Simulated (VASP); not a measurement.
Wanted: the native input for a VASP 6.6.1 run.

* Task: single point
* Functional: r2SCAN
* Potentials or basis: VASP PAW PBE potentials, release 64 (Sb)
* Cutoff: 520 eV
* k mesh: 13 × 13 × 13
* Occupations: fermi-dirac, width 0.1 eV
* Spin: no spin polarisation
* Dipole correction: no
* Further INCAR settings: ALGO = Normal; EDIFF = 1e-06; NBANDS = 8

Crystal: Sb.

```
Sb
1.0
    -1.58957    1.58957    2.73435
     1.58957   -1.58957    2.73435
     1.58957    1.58957   -2.73435
Sb
1
Direct
  0.00000 0.00000 0.00000
```

One way to write it, as run:

POSCAR

```
Sb
1.0
   -1.5895698471      1.5895698471      2.7343517272
    1.5895698471     -1.5895698471      2.7343517272
    1.5895698471      1.5895698471     -2.7343517272
Sb
1
Direct
    0.0000000000      0.0000000000      0.0000000000
```

INCAR.step1

```
SYSTEM = Sb
PREC = Accurate
ENCUT = 520
ISMEAR = -1
SIGMA = 0.1
LREAL = .False.
LASPH = .True.
NELM = 100
NBANDS = 8
GGA = PE
ALGO = Normal
EDIFF = 1E-4
LWAVE = .True.
LCHARG = .False.
```

INCAR.step2

```
SYSTEM = Sb
PREC = Accurate
ENCUT = 520
EDIFF = 1E-6
ISMEAR = -1
SIGMA = 0.1
LREAL = .False.
LASPH = .True.
NELM = 100
ALGO = Normal
ISIF = 2
LWAVE = .False.
LCHARG = .False.
METAGGA = R2SCAN
LMIXTAU = .True.
NBANDS = 8
ISTART = 1
```

KPOINTS

```
regular mesh
0
Gamma
  13 13 13
  0 0 0
```

Potentials or basis: VASP PAW PBE potentials, release 64 (Sb).

The run is started by

```sh
$ cat potpaw_PBE.64/Sb/POTCAR > POTCAR
$ cp INCAR.step1 INCAR
$ mpirun -np 1 vasp_std > vasp.out
$ cp INCAR.step2 INCAR
$ mpirun -np 1 vasp_std > vasp.out
```

Results of the run:

```
Pressure               : -0.2 GPa
Band gap on the k mesh : zero (an odd number of electrons rules out a gap without spin polarisation)
```

Caveat: the PAW data sets were made with another functional, which shifts forces and pressure a little; spin-orbit coupling is left out, which moves the levels of the heavy elements.

Run time: 62 s on 1 thread of Intel(R) Xeon(R) 6975P-C (Granite Rapids), on a shared host, peak memory 0.19 GiB.
